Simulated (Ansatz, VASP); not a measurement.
One calculation of Al6O, two programs

```xyz
7
Lattice="2.8600 0.0000 0.0000 -1.4300 2.4768 0.0000 0.0000 0.0000 14.3500" Properties=species:S:1:pos:R:3 pbc="T T T"
Al    0.0000    1.6512    0.8036
Al    0.0000    0.0000   12.4988
Al    1.4300    0.8256   10.1598
Al    0.0000    0.0000    5.4817
Al    0.0000    1.6512    7.8208
Al    1.4300    0.8256    3.1426
O     0.0000    0.0000    0.0000
```

Alike in both runs: task relaxation of cell and atoms; functional PBE; k mesh 6 × 6 × 2; occupations gaussian, width 0.2 eV; no spin polarisation.

|  | VASP | Ansatz |
| --- | --- | --- |
| version | VASP 6.6.1 | Ansatz 0.2.0 |
| potentials or method | VASP PAW PBE potentials, release 64 (Al, O), cutoff 600 eV | scalar-relativistic, plane waves, PAW |
| valence electrons in the cell | 24 | 24 |

Ansatz gave:

```
gap on the k mesh at the Fermi level, each at its own relaxed structure (eV)  : none
relaxed volume (Å³/atom)                                                      : 14.91
relaxed length of the cell vector where the two differ most in proportion (Å) : 2.867
```

Problem. What did VASP give for the same quantities?

Solution. gap on the k mesh at the Fermi level, each at its own relaxed structure (eV): none; relaxed volume (Å³/atom): 14.93; relaxed length of the cell vector where the two differ most in proportion (Å): 2.869.

A gap of «none» marks a metal or a gap that the smearing closes.

The k mesh is coarse, so the values compare programs but aren't converged.
